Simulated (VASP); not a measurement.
TiN (TiN (Fm-3m)), 2 atoms in the cell. The structure is cubic, space group Fm-3m (No. 225). Conventional cell: a = 4.346 Å, b = 4.346 Å, c = 4.346 Å, α = 90.00°, β = 90.00°, γ = 90.00°. Within 2.9 Å of Ti (site symmetry m-3m) lie 6 N at 2.17 Å. Within 2.9 Å of N (site symmetry m-3m) lie 6 Ti at 2.17 Å. 

```yaml
Program: VASP 6.6.1
Task: single point
Functional: PBE
Potentials_or_basis: VASP PAW PBE potentials, release 64 (Ti_sv, N)
Cutoff: 600 eV
k_mesh: 16 × 16 × 16
Occupations: fermi-dirac, width 1 eV
Spin: no spin polarisation
Dipole_correction: no
Further_INCAR_settings: ALGO = Normal; EDIFF = 1e-06; NBANDS = 16
```

Potentials or basis: VASP PAW PBE potentials, release 64 (Ti_sv, N).

Launch:

```sh
$ cat potpaw_PBE.64/Ti_sv/POTCAR potpaw_PBE.64/N/POTCAR > POTCAR
$ mpirun -np 1 vasp_std > vasp.out
```

Hardware: 1 thread of AMD EPYC 7R13 (shared host).

Question: Estimate the wall time of this run.

Answer: Run time: 2.7 min on 1 thread of AMD EPYC 7R13, with other jobs on the host, peak memory 0.17 GiB. Counts: scf iterations 14, k points 145.
